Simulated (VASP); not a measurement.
Input of a VASP 6.6.1 run:

The input POSCAR:

```
KBr
1.0
    0.0000000000      3.2925000000      3.3418875000
    3.2925000000      0.0000000000      3.3418875000
    3.2925000000      3.2925000000      0.0000000000
K Br
1 1
Direct
    0.0000000000      0.0000000000      0.0000000000
    0.5000000000      0.5000000000      0.5000000000
```

Contents of INCAR.step1:

```
PREC = Accurate
ENCUT = 520
ISMEAR = 0
SIGMA = 0.05
LREAL = False
LASPH = True
NELM = 80
NBANDS = 15
GGA = PE
ALGO = Normal
EDIFF = 1E-4
LWAVE = True
LCHARG = False
```

INCAR.step2

```
PREC = Accurate
ENCUT = 520
EDIFF = 1E-7
ISMEAR = 0
SIGMA = 0.05
LREAL = False
LASPH = True
NELM = 80
ALGO = Normal
ISIF = 2
LWAVE = False
LCHARG = False
METAGGA = R2SCAN
LMIXTAU = True
NBANDS = 15
ISTART = 1
```

The input KPOINTS:

```
Automatic mesh
0
Gamma
  6 6 6
```

Potentials or basis: VASP PAW PBE potentials, release 64 (K_sv, Br).

Command:

```bash
$ cat potpaw_PBE.64/K_sv/POTCAR potpaw_PBE.64/Br/POTCAR > POTCAR
$ cp INCAR.step1 INCAR
$ mpirun -np 1 vasp_std > vasp.out
$ cp INCAR.step2 INCAR
$ mpirun -np 1 vasp_std > vasp.out
```

Task: Predict the pressure.

Result: -0.1 GPa.

Task: What does it give for the band gap on the k mesh?

Result: 5.05 eV.

Stress tensor (GPa, compression positive):
```
 0.11  0.00  0.00
 0.00  0.11  0.00
 0.00  0.00 -0.38
```

Caveat: the cell differs from its parent crystal (strain +0.000 along x and y, +0.015 along z); the PAW data sets were made with another functional, which shifts forces and pressure a little.
